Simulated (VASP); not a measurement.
Li3H8: relaxation of cell and atoms with PBE

Crystal: Li3H8.

```
Li H
1.0
     3.02593    1.74702    5.36944
    -3.02593    1.74702    5.36944
     0.00000   -3.49405    5.36944
Li H
3 8
Cartesian
  0.0000 0.0000 8.7510
  0.0000 0.0000 7.3574
  0.0000 0.0000 0.0000
  0.0000 -1.7470 2.6847
  1.5130 0.8735 2.6847
  -1.5130 0.8735 2.6847
  0.0000 0.0000 12.6164
  0.0000 0.0000 3.4919
  0.0000 1.7470 5.3694
  -1.5130 -0.8735 5.3694
  1.5130 -0.8735 5.3694
```

The cell was built from a structure type or drawn by symmetry, and may not be a known phase.

- Program: VASP 6.6.1
- Task: relaxation of cell and atoms
- Functional: PBE
- Potentials or basis: VASP PAW PBE potentials, release 64 (Li_sv, H_h)
- Cutoff: 910 eV
- k mesh: 6 × 6 × 6
- Occupations: gaussian, width 0.1 eV
- Spin: no spin polarisation
- Dipole correction: no
- Further INCAR settings: ALGO = Normal; EDIFF = 1e-07; IBRION = 2; EDIFFG = -0.04; NSW = 90; ISIF = 3

The relaxed volume is 6.91 Å³/atom, the relaxed cell is a = 5.531 Å, b = 5.531 Å, c = 5.531 Å, α = 44.64°, β = 44.64°, γ = 44.64° and the space group after relaxing (to 0.1 Å) is R-3m (No. 166). The energy gained by relaxing is 992.6 meV/atom and the ionic steps are 16. The pressure after relaxing is 0.3 GPa and the largest force after relaxing is 0.005 eV/Å. The band gap on the k mesh is zero (an odd number of electrons rules out a gap without spin polarisation).

Forces on the atoms (eV/Å):
```
Li   0.000  0.000 -0.003
Li   0.000  0.000  0.003
Li   0.000  0.000  0.000
H    0.000  0.000  0.000
H    0.000  0.000  0.000
H    0.000  0.000  0.000
H    0.000  0.000  0.005
H    0.000  0.000 -0.005
H    0.000  0.000  0.000
H    0.000  0.000  0.000
H    0.000  0.000  0.000
```

Stress tensor (GPa, compression positive):
```
0.14 0.00 0.00
0.00 0.14 0.00
0.00 0.00 0.63
```

The path:
```csv
step,energy change (eV),largest force (eV/Å),pressure (GPa),volume (Å³)
1,0.0000,6.7238,-7.67,170.31
2,-4.0925,2.7179,-9.00,152.58
3,-6.8768,1.5228,-8.99,133.68
4,-8.5046,1.6577,0.36,99.91
5,-8.7026,1.6504,-4.65,109.96
6,-8.7269,1.6541,-3.88,108.00
7,-9.2995,1.3825,-2.65,101.06
8,-10.0618,1.7821,3.39,82.05
9,-10.5783,1.0082,0.32,81.31
10,-10.6794,0.6566,-1.36,80.83
11,-10.8185,0.4213,-1.15,79.05
12,-10.8968,0.2113,-0.65,76.68
13,-10.8972,0.2417,-0.60,76.51
14,-10.9157,0.0154,0.43,75.43
15,-10.9158,0.0055,0.52,75.33
16,-10.9185,0.0053,0.30,75.98
```

Final structure:
```yaml
crystal:
  lattice:
    - [2.10062, 1.21279, 4.97059]
    - [-2.10062, 1.21279, 4.97059]
    - [0.00000, -2.42559, 4.97059]
  atoms:
    - { symbol: Li, position: [0.58528, 0.58528, 0.58528] }
    - { symbol: Li, position: [0.41472, 0.41472, 0.41472] }
    - { symbol: Li, position: [0.00000, 0.00000, 0.00000] }
    - { symbol: H, position: [0.00000, 0.00000, 0.50000] }
    - { symbol: H, position: [0.50000, 0.00000, 0.00000] }
    - { symbol: H, position: [0.00000, 0.50000, 0.00000] }
    - { symbol: H, position: [0.83297, 0.83297, 0.83297] }
    - { symbol: H, position: [0.16703, 0.16703, 0.16703] }
    - { symbol: H, position: [0.50000, 0.50000, 0.00000] }
    - { symbol: H, position: [0.00000, 0.50000, 0.50000] }
    - { symbol: H, position: [0.50000, 0.00000, 0.50000] }
```

Levels at points of the mesh, in eV from the Fermi level:
```
           k point  band 4  band 5  band 6  band 7  band 8  band 9  band 10  band 11  band 12  band 13
(0.00, 0.00, 0.00)   -9.86   -5.15   -1.46   -0.46   -0.46    0.77     0.77     1.93     4.71     4.71
(0.50, 0.00, 0.00)   -8.28   -6.56   -3.99   -2.36   -1.02   -0.43     2.20     3.85     4.96     6.83
(0.50, 0.50, 0.00)   -8.27   -6.40   -4.12   -2.88   -1.80    0.83     2.13     5.07     5.71     8.19
(0.50, 0.50, 0.50)   -9.74   -5.71   -1.43   -0.35   -0.35    0.35     0.35     5.21     5.53     6.14
```

Run time: 30 min on 1 thread of Intel(R) Xeon(R) 6975P-C (Granite Rapids), on a shared host, peak memory 0.7 GiB.

Caveat: the volume moved by over 15 % at a fixed basis, so the end points are rough.
